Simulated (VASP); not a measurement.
# GdO: single point with PBE+U

Crystal: GdO.

```
Gd O
1.0
     0.00000    2.70000    2.70000
     2.70000    0.00000    2.70000
     2.70000    2.70000    0.00000
Gd O
1 1
Direct
  0.00000 0.00000 0.00000
  0.75000 0.75000 0.75000
```

| Item | Value |
| --- | --- |
| Program | VASP 6.6.1 |
| Task | single point |
| Functional | PBE |
| Potentials or basis | VASP PAW PBE potentials, release 64 (Gd, O) |
| Cutoff | 520 eV |
| k mesh | 9 × 9 × 9 |
| Occupations | fermi-dirac, width 0.05 eV |
| Spin | collinear spin, ferromagnetic start |
| Starting moments | [7.0, 0.0] μB |
| Hubbard terms | Gd f U = 3.0 eV |
| Dipole correction | no |
| Further INCAR settings | ALGO = Normal; EDIFF = 1e-07; NBANDS = 23 |

```
Pressure                                              : -0.4 GPa
Net moment                                            : 7.87 μB per cell
Site moments                                          : Gd +7.04; O +0.01 μB
Valence electrons inside the program's atomic spheres : Gd 15.16; O 5.00
```

Levels at points of the mesh, in eV from the Fermi level:
Spin up:
| k point | band 14 | band 15 | band 16 | band 17 | band 18 | band 19 |
| --- | --- | --- | --- | --- | --- | --- |
| (0.00, 0.00, 0.00) | -5.56 | -5.56 | -2.41 | 2.42 | 2.42 | 4.34 |
Spin down:
```
           k point  band 6  band 7  band 8  band 9  band 10  band 11
(0.00, 0.00, 0.00)   -5.53   -5.53   -5.53   -1.21     1.31     1.31
```

Eigenvalues of the final occupation matrices:
```tsv
site	spin	trace	eigenvalues
site 1 f	1	6.94	0.99 0.99 0.99 0.99 0.99 0.99 1.00
site 1 f	2	0.05	0.00 0.00 0.00 0.00 0.00 0.00 0.02
```

It took 61 s on 1 thread of Intel(R) Xeon(R) 6975P-C (Granite Rapids), on a shared host, peak memory 0.21 GiB.

Caveat: spin-orbit coupling is left out, which moves the levels of the heavy elements; a cell with one magnetic atom can't hold antiferromagnetic order, which such compounds often take. The state reached can hang on the start; a lower one may exist.
